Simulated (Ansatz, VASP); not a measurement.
## CdS in VASP and in Ansatz

INCAR

```
SYSTEM = CdS
PREC = Accurate
ENCUT = 500
EDIFF = 1E-6
ISMEAR = -1
SIGMA = 0.05
LREAL = .FALSE.
LASPH = .TRUE.
NELM = 120
ALGO = Normal
ISIF = 2
LWAVE = .FALSE.
LCHARG = .FALSE.
GGA = PE
NBANDS = 16
GGA_COMPAT = .FALSE.
```

File KPOINTS:

```
Automatic mesh
0
G
  6 6 6
  0 0 0
```

Contents of POSCAR:

```
CdS
1.0
    0.0000000000      2.9748300000      2.9165000000
    2.9748300000      0.0000000000      2.9165000000
    2.9748300000      2.9748300000      0.0000000000
Cd S
1 1
Direct
    0.0000000000      0.0000000000      0.0000000000
    0.2500000000      0.2500000000      0.2500000000
```

Input for Ansatz:

```yaml
crystal:
  lattice:
    - [0.0, 2.9748300000000003, 2.9165]
    - [2.9748300000000003, 0.0, 2.9165]
    - [2.9748300000000003, 2.9748300000000003, 0.0]
  atoms:
    - { symbol: Cd, position: [0.0, 0.0, 0.0] }
    - { symbol: S, position: [0.25, 0.25, 0.25] }
basis:
  ecutwfc: 510.0
kpoints:
  mp_grid:
    grid: [6, 6, 6]
hamiltonian:
  xc: pbe
scf:
  max_iter: 80
  occupations:
    method: fermi_dirac
    width: 0.05
output:
  stress: true
```

Alike in both runs: task single point; functional PBE; k mesh 6 × 6 × 6; occupations fermi-dirac, width 0.05 eV; no spin polarisation.

|  | VASP | Ansatz |
| --- | --- | --- |
| version | VASP 6.6.1 | Ansatz 0.2.0 |
| potentials or method | VASP PAW PBE potentials, release 64 (Cd, S), cutoff 500 eV | plane waves, PAW |
| valence electrons in the cell | 18 | 26 |

|  | VASP | Ansatz | Ansatz less VASP |
| --- | --- | --- | --- |
| pressure (GPa) | 0.7 | 0.4 | -0.30 |
| traceless stress, the component that is largest in VASP (GPa) | 0.24 | 0.24 | +0.006 |

VASP's potentials hold 18 valence electrons a cell and Ansatz's 26, so a difference there can come from the potentials and not from the codes.
